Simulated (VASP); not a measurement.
Runs of VASP 6.6.1 on EuFe3. The structure is that of space group Pm-3m (No. 221), or close to it. The cells are those of the table. 

```tsv
cell	gap on the mesh (eV)	pressure (GPa)	moment (μB)
a = 3.909 Å, 4 atoms	none	4.2	(a)
a = 3.963 Å, 4 atoms	none	(b)	0.31
a = 3.936 Å, 4 atoms	none	1.9	0.28
a = 3.889 Å, 4 atoms	none	(c)	0.25
```

Alike in all rows: task single point; level PBE; potentials or basis VASP PAW PBE potentials, release 64 (Eu, Fe); spin collinear, ferrimagnetic start; k mesh 8 × 8 × 8; cutoff (eV) 520; smearing gaussian 0.05 eV.

Question: Fill in the values left out.

Answer: (a) 0.26; (b) 0.0; (c) 6.0.

Caveats: spin-orbit coupling is left out, which moves the levels of the heavy elements; semilocal functionals describe open f shells poorly, which spoils levels, moments and volumes; the cell stands under pressure (at least some runs).

A k mesh can miss the band edges, and the runs leave out spin-orbit coupling on Eu.

A gap of «none» marks levels without a gap at the run's occupations.
